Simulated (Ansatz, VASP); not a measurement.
## Two plane-wave programs on KCl

```
K Cl
1.0
     5.26365    0.00000    0.00000
    -2.63182    4.55845    0.00000
     0.00000    0.00000    6.14558
K Cl
2 2
Direct
  0.33333 0.66667 0.93750
  0.66667 0.33333 0.43750
  0.33333 0.66667 0.43750
  0.66667 0.33333 0.93750
```

Change from the starting cell: hydrostatic strain -1.5%.

Alike in both runs: task single point; functional r2SCAN; k mesh 6 × 6 × 4; no spin polarisation.

```csv
,VASP,Ansatz
version,VASP 6.6.1,Ansatz 0.2.0
potentials or method,"VASP PAW PBE potentials, release 64 (K_sv, Cl)","plane waves, PAW"
plane-wave cutoff (eV),520,500
occupations,"gaussian, width 0.01 eV",fixed
valence electrons in the cell,32,32
```

Ansatz gave:

```
gap on the k mesh at the Fermi level (eV)                     : 5.43
pressure (GPa)                                                : 0.8
traceless stress, the component that is largest in VASP (GPa) : 0.11
```

What did VASP give for the same quantities?

gap on the k mesh at the Fermi level (eV): 5.43; pressure (GPa): 0.7; traceless stress, the component that is largest in VASP (GPa): 0.11.

VASP's potentials were made for PBE, not for r2SCAN.
